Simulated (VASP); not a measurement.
A run of VASP 6.6.1 is set up as follows.

INCAR

```
SYSTEM = SrO
ALGO = Normal
EDIFF = 1E-8
ENCUT = 520
GGA = CA
ISIF = 2
ISMEAR = -1
LASPH = .True.
LCHARG = .False.
LEFG = .True.
LREAL = .False.
LWAVE = .False.
NBANDS = 15
NELM = 80
PREC = Accurate
SIGMA = 0.02
```

KPOINTS

```
k-points
0
Gamma
  8 8 8
  0 0 0
```

Contents of POSCAR:

```
SrO
1.0
    0.0000000000      2.6211960000      2.5698000000
    2.6211960000      0.0000000000      2.5698000000
    2.6211960000      2.6211960000      0.0000000000
Sr O
1 1
Direct
    0.0000000000      0.0000000000      0.0000000000
    0.5000000000      0.5000000000      0.5000000000
```

Potentials or basis: VASP PAW LDA potentials, release 64 (Sr_sv, O).

Launch:

```console
$ cat potpaw_LDA.64/Sr_sv/POTCAR potpaw_LDA.64/O/POTCAR > POTCAR
$ mpirun -np 1 vasp_std > vasp.out
```

Problem. Predict the band gap on the k mesh.

Solution. 3.03 eV (least direct gap 3.21 eV).

Problem. What does it give for the pressure?

Solution. -6.6 GPa.

Electric field gradients, principal values (V/Å²):
| atom | least | middle | greatest (by size) |
| --- | --- | --- | --- |
| 1 Sr | 9.930 | 9.930 | -19.860 |
| 2 O | 3.387 | 3.388 | -6.775 |

Caveat: the cell differs from its parent crystal (equal xx and yy strain of +2 %); the cell stands under tension; without QUAD_EFG the Cq values of the log hold for a quadrupole moment of 1 mb, not for the nuclei. A k mesh can miss the band edges.
